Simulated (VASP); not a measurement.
# Yb (P6_3/mmc) in VASP: further runs, part 2 of 2

VASP 6.6.1. Earlier steps stand in the parts before.

## Step 3: Single point, PBE, collinear spin, ferromagnetic start

Contents of INCAR:

```
PREC = Accurate
ENCUT = 520
EDIFF = 1E-6
ISMEAR = -1
SIGMA = 0.05
LREAL = F
LASPH = T
NELM = 150
ALGO = Normal
ISIF = 2
LWAVE = F
LCHARG = F
ISPIN = 2
MAGMOM = 0.5 0.5
LORBIT = 11
NUPDOWN = 1.0
LMAXMIX = 6
GGA = PE
NBANDS = 35
```

Contents of KPOINTS:

```
Automatic mesh
0
Gamma
  7 7 4
```

Contents of POSCAR:

```
Yb
1.0
    3.8799000000      0.0000000000      0.0000000000
   -1.9399500000      3.3600919641      0.0000000000
    0.0000000000      0.0000000000      6.3859000000
Yb
2
Direct
    0.6666666667      0.3333333333      0.7500000000
    0.3333333333      0.6666666667      0.2500000000
```

Potentials or basis: VASP PAW PBE potentials, release 64 (Yb).

Command:

```console
$ cat potpaw_PBE.64/Yb/POTCAR > POTCAR
$ mpirun -np 1 vasp_std > vasp.out
```

OUTCAR:

```text
PREC = Accurate
   ENCUT = 520
   EDIFF = 1E-6
   ISMEAR = -1
   LREAL = F
   LASPH = T
   NELM = 150
   ISIF = 2
   ISPIN = 2
   LORBIT = 11
   NUPDOWN = 1.0
   GGA = PE

 ion  position               nearest neighbor table
   1  0.667  0.333  0.750-
   2  0.333  0.667  0.250-

  LATTYP: Found a hexagonal cell.
 ALAT       =     3.8799000000
 C/A-ratio  =     1.6458929354

  Lattice vectors:

 A1 = (   3.8799000000,   0.0000000000,   0.0000000000)
 A2 = (  -1.9399500000,   3.3600919641,   0.0000000000)
 A3 = (   0.0000000000,   0.0000000000,   6.3859000000)

Analysis of symmetry for initial positions (statically):
=====================================================================
 Subroutine PRICEL returns:
 Original cell was already a primitive cell.

 Routine SETGRP: Setting up the symmetry group for a
 hexagonal supercell.

 Subroutine GETGRP returns: Found 24 space group operations
 (whereof 12 operations were pure point group operations)
 out of a pool of 24 trial point group operations.

The static configuration has the point symmetry D_3d.
 The point group associated with its full space group is D_6h.

Analysis of symmetry for dynamics (positions and initial velocities):
=====================================================================
 Subroutine PRICEL returns:
 Original cell was already a primitive cell.

 Routine SETGRP: Setting up the symmetry group for a
 hexagonal supercell.

 Subroutine GETGRP returns: Found 24 space group operations
 (whereof 12 operations were pure point group operations)
 out of a pool of 24 trial point group operations.

The dynamic configuration has the point symmetry D_3d.
 The point group associated with its full space group is D_6h.

Analysis of structural, dynamic, and magnetic symmetry:
[... 152 lines left out ...]
  ---------------------------------------------------
  ext. energy  EPLUGINS =         0.00000000
  ---------------------------------------------------
  free energy    TOTEN  =        -6.94381769 eV

  energy without entropy =       -6.86233498  energy(sigma->0) =       -6.90307634

 E-fermi :   0.8432     XC(G=0):  -8.8270

 val. band max:        1.2242383751   @ k =   0.4286  -0.0000   0.0000
 cond. band min:       0.8518841392   @ k =   0.2857   0.2857   0.5000
 fundamental gap:     -0.3723542359
 Fermi energy:         1.2334181007

 spin component 1

 k-point     1 :       0.0000    0.0000    0.0000
  band No.  band energies     occupation
      1     -50.9037      1.00000
      2     -50.8960      1.00000
      3     -23.3364      1.00000
      4     -23.1664      1.00000
      5     -23.1664      1.00000
      6     -23.1391      1.00000
[... 901 lines left out ...]
     34       7.0866      0.00000
     35       7.5681      0.00000
 Fermi energy:         0.8432189280

 spin component 2

 k-point     1 :       0.0000    0.0000    0.0000
  band No.  band energies     occupation
      1     -50.8079      1.00000
      2     -50.8004      1.00000
      3     -23.2363      1.00000
      4     -23.0762      1.00000
      5     -23.0762      1.00000
      6     -23.0494      1.00000
[... 901 lines left out ...]
     34       7.2327      0.00000
     35       7.7218      0.00000

------------------------ aborting loop because EDIFF is reached ----------------------------------------

  FORCE on cell =-STRESS in cart. coord.  units (eV):
  Direction    XX          YY          ZZ          XY          YZ          ZX
  --------------------------------------------------------------------------------------
  -------------------------------------------------------------------------------------
  Total       -1.1754726     -1.1754726     -1.2756559      0.0000000      0.0000000     -0.0000000
  in kB      -22.6219102    -22.6219102    -24.5499328      0.0000000      0.0000000     -0.0000000
  external PRESSURE =     -23.2645844 kB  Pullay stress =       0.0000000 kB

 VOLUME and BASIS-vectors are now :
 -----------------------------------------------------------------------------
  energy-cutoff  :      520.00
  volume of cell :       83.25
      direct lattice vectors                 reciprocal lattice vectors
     3.879900000  0.000000000  0.000000000     0.257738602  0.148805451  0.000000000
    -1.939950000  3.360091964  0.000000000     0.000000000  0.297610902  0.000000000
     0.000000000  0.000000000  6.385900000     0.000000000  0.000000000  0.156594998

 POSITION                                       TOTAL-FORCE (eV/Angst)
 -----------------------------------------------------------------------------------
      1.93995      1.12003      4.78943         0.000000      0.000000     -0.000000
     -0.00000      2.24006      1.59648        -0.000000     -0.000000      0.000000
 -----------------------------------------------------------------------------------
    total drift:                               -0.000000      0.000000     -0.000000

  FREE ENERGIE OF THE ION-ELECTRON SYSTEM (eV)
  ---------------------------------------------------
  free  energy   TOTEN  =        -6.9438176866 eV

  energy  without entropy=       -6.8623349842  energy(sigma->0) =       -6.90307634

 total charge

# of ion       s       p       d       f       tot
--------------------------------------------------
    1        2.210   5.979   0.218  13.616  22.023
    2        2.210   5.979   0.218  13.616  22.023
--------------------------------------------------
tot          4.421  11.958   0.436  27.231  44.046

 magnetization (x)

# of ion       s       p       d       f       tot
--------------------------------------------------
    1        0.001   0.031   0.069   0.136   0.237
    2        0.001   0.031   0.069   0.136   0.237
--------------------------------------------------
tot          0.002   0.063   0.137   0.272   0.474
```

OSZICAR:

```text
N       E                     dE             d eps       ncg     rms          rms(c)
DAV:   1     0.342089312466E+03    0.34209E+03   -0.15194E+04  4942   0.881E+03
[... 36 lines left out ...]
DAV:  38    -0.694382099454E+01    0.28437E-04   -0.38147E-05  5824   0.218E-01    0.111E-01
DAV:  39    -0.694380614885E+01    0.14846E-04   -0.15940E-05  4890   0.180E-01    0.114E-01
DAV:  40    -0.694378493373E+01    0.21215E-04   -0.84209E-05  5726   0.409E-01    0.191E-01
DAV:  41    -0.694380758621E+01   -0.22652E-04   -0.27257E-05  5751   0.221E-01    0.113E-01
DAV:  42    -0.694381312303E+01   -0.55368E-05   -0.10209E-05  4666   0.176E-01    0.556E-02
DAV:  43    -0.694381854511E+01   -0.54221E-05   -0.90986E-06  4251   0.105E-01    0.321E-02
DAV:  44    -0.694381768656E+01    0.85855E-06   -0.30473E-06  2629   0.497E-02
   1 F= -.69438177E+01 E0= -.69030763E+01  d E =-.814827E-01  mag=     1.0000
```

stdout:

```text
POSCAR found type information on POSCAR Yb
 POSCAR found :  1 types and       2 ions
 scaLAPACK will be used
 LDA part: xc-table for (Slater+PW92), standard interpolation
 POSCAR, INCAR and KPOINTS ok, starting setup
 FFT: planning ... GRIDC
 FFT: planning ... GRID_SOFT
 FFT: planning ... GRID
 WAVECAR not read
 entering main loop
```

It took 6.1 min on 1 thread of Oxide Virtual Turin-like, shared host; peak memory 0.27 GiB.

What came out:

```yaml
Free_energy: -6.9438 eV
Pressure: -2.3 GPa
Net_moment: 1.00 μB per cell
Site_moments: Yb +0.24 μB
Valence_electrons_inside_the_program's_atomic_spheres: Yb 22.02
```

Stress tensor (GPa, compression positive):
```
-2.26  0.00  0.00
 0.00 -2.26  0.00
 0.00  0.00 -2.45
```

Caveat: spin-orbit coupling is left out, which moves the levels of the heavy elements; the total moment is fixed, so each spin has its own Fermi level. The state reached can hang on the start; a lower one may exist.

## Step 4: Single point, PBE, collinear spin, ferromagnetic start

Contents of INCAR:

```
SYSTEM = Yb
PREC     = Accurate       ! precision mode
ENCUT    = 520            ! plane-wave cutoff, eV
EDIFF    = 1E-6           ! SCF threshold, eV
ISMEAR   = -1             ! smearing method
SIGMA    = 0.05           ! smearing width, eV
LREAL    = .FALSE.        ! projectors in reciprocal space
LASPH    = .TRUE.         ! aspherical terms in the spheres
NELM     = 150            ! most SCF steps
ALGO     = Normal         ! electronic algorithm
ISIF     = 2              ! what is computed and relaxed
LWAVE    = .FALSE.        ! write WAVECAR
LCHARG   = .FALSE.        ! write CHGCAR
ISPIN    = 2              ! spin polarisation
MAGMOM   = 0.75 0.75      ! initial moments
LORBIT   = 11             ! projections on sites
NUPDOWN  = 1.5            ! fixed moment
LMAXMIX  = 6              ! l up to which the mixer works
GGA      = PE             ! functional
NBANDS   = 35             ! bands
```

Contents of KPOINTS:

```
regular mesh
0
G
  7 7 4
  0 0 0
```

POSCAR is that of step 3.

Command:

```console
$ cat potpaw_PBE.64/Yb/POTCAR > POTCAR
$ mpirun -np 1 vasp_std > vasp.out
```

Wall time 7.9 min (1 thread of Oxide Virtual Turin-like, shared host); peak memory 0.28 GiB.

Results (log left out):

| Item | Value |
| --- | --- |
| Free energy | -6.8261 eV |
| Pressure | -2.6 GPa |
| Net moment | 1.50 μB per cell |
| Site moments | Yb +0.34 μB |
| Valence electrons inside the program's atomic spheres | Yb 22.01 |

Stress tensor (GPa, compression positive):
```
-2.24  0.00  0.00
 0.00 -2.24  0.00
 0.00  0.00 -3.22
```

Caveat: spin-orbit coupling is left out, which moves the levels of the heavy elements; the total moment is fixed, so each spin has its own Fermi level.

## Step 5: Single point, PBE, collinear spin, ferromagnetic start

Contents of INCAR:

```
SYSTEM = Yb
PREC = Accurate
ENCUT = 520
EDIFF = 1E-6
ISMEAR = -1
SIGMA = 0.05
LREAL = .False.
LASPH = .True.
NELM = 150
ALGO = Normal
ISIF = 2
LWAVE = .False.
LCHARG = .False.
ISPIN = 2
MAGMOM = 1 1
LORBIT = 11
NUPDOWN = 2.0
LMAXMIX = 6
GGA = PE
NBANDS = 35
```

Contents of KPOINTS:

```
regular mesh
0
Gamma
  7 7 4
  0 0 0
```

POSCAR is that of step 4.

Command:

```console
$ cat potpaw_PBE.64/Yb/POTCAR > POTCAR
$ mpirun -np 1 vasp_std > vasp.out
```

Run time: 2.7 min. Hardware: 1 thread of Oxide Virtual Turin-like, shared host; peak memory 0.27 GiB.

The run converged. Its results:

```
Free energy                                           : -6.6764 eV
Pressure                                              : -2.7 GPa
Net moment                                            : 2.00 μB per cell
Site moments                                          : Yb +0.44 μB
Valence electrons inside the program's atomic spheres : Yb 22.00
```

Stress tensor (GPa, compression positive):
```
-2.22  0.00  0.00
 0.00 -2.22  0.00
 0.00  0.00 -3.54
```

Caveat: spin-orbit coupling is left out, which moves the levels of the heavy elements; the total moment is fixed, so each spin has its own Fermi level. The state reached can hang on the start; a lower one may exist.

## Step 6: Summary

```csv
fixed moment (μB),pressure (GPa),moment (μB)
0.5,-4.1,0.50
1.0,-2.3,1.00
1.5,-2.6,1.50
2.0,-2.7,2.00
```

Alike in all rows: task single point; level PBE; potentials or basis VASP PAW PBE potentials, release 64 (Yb); spin collinear, ferromagnetic start; cell as given; k mesh 7 × 7 × 4; cutoff (eV) 520; smearing fermi-dirac 0.05 eV.

Caveats: spin-orbit coupling is left out, which moves the levels of the heavy elements; the total moment is fixed, so each spin has its own Fermi level.

Absolute energies hang on the potentials; compare differences alone.
